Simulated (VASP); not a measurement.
Here is a VASP 6.6.1 calculation.

Contents of POSCAR:

```
Sr2C
1.0
    0.0000000000      3.3601424449      3.3601424449
    3.3601424449      0.0000000000      3.3601424449
    3.3601424449      3.3601424449      0.0000000000
C Sr
1 2
Direct
    0.0000000000      0.0000000000      0.0000000000
    0.2500000000      0.2500000000      0.2500000000
    0.7500000000      0.7500000000      0.7500000000
```

File INCAR.step1:

```
  PREC = Accurate
  ENCUT = 520
  EDIFF = 1E-5
  ISMEAR = -1
  SIGMA = 0.02
  LREAL = F
  LASPH = T
  NELM = 60
  ALGO = Normal
  ISIF = 2
  LWAVE = T
  GGA = PE
  NBANDS = 19
```

INCAR.step2

```
  PREC = Accurate
  ENCUT = 520
  EDIFF = 1E-6
  ISMEAR = -1
  SIGMA = 0.02
  LREAL = F
  LASPH = T
  NELM = 60
  ALGO = Normal
  ISIF = 2
  LWAVE = F
  LCHARG = T
  GGA = PE
  LHFCALC = T
  AEXX = 0.75
  HFSCREEN = 0.5
  PRECFOCK = Normal
  LELF = T
  LVHAR = T
  ISTART = 1
  NBANDS = 19
```

KPOINTS

```
Automatic mesh
0
Gamma
  4 4 4
```

Potentials or basis: VASP PAW PBE potentials, release 64 (C, Sr_sv).

Command:

```bash
$ cat potpaw_PBE.64/C/POTCAR potpaw_PBE.64/Sr_sv/POTCAR > POTCAR
$ cp INCAR.step1 INCAR
$ mpirun -np 1 vasp_std > vasp.out
$ cp INCAR.step2 INCAR
$ mpirun -np 1 vasp_std > vasp.out
```

Q: What does it give for the band gap on the k mesh?

A: 0.52 eV.

Q: Estimate the pressure.

A: -0.2 GPa.

Caveat: the structure was generated, so it needn't be the stable form of Sr2C; the PAW data sets were made with another functional, which shifts forces and pressure a little. A k mesh can miss the band edges.
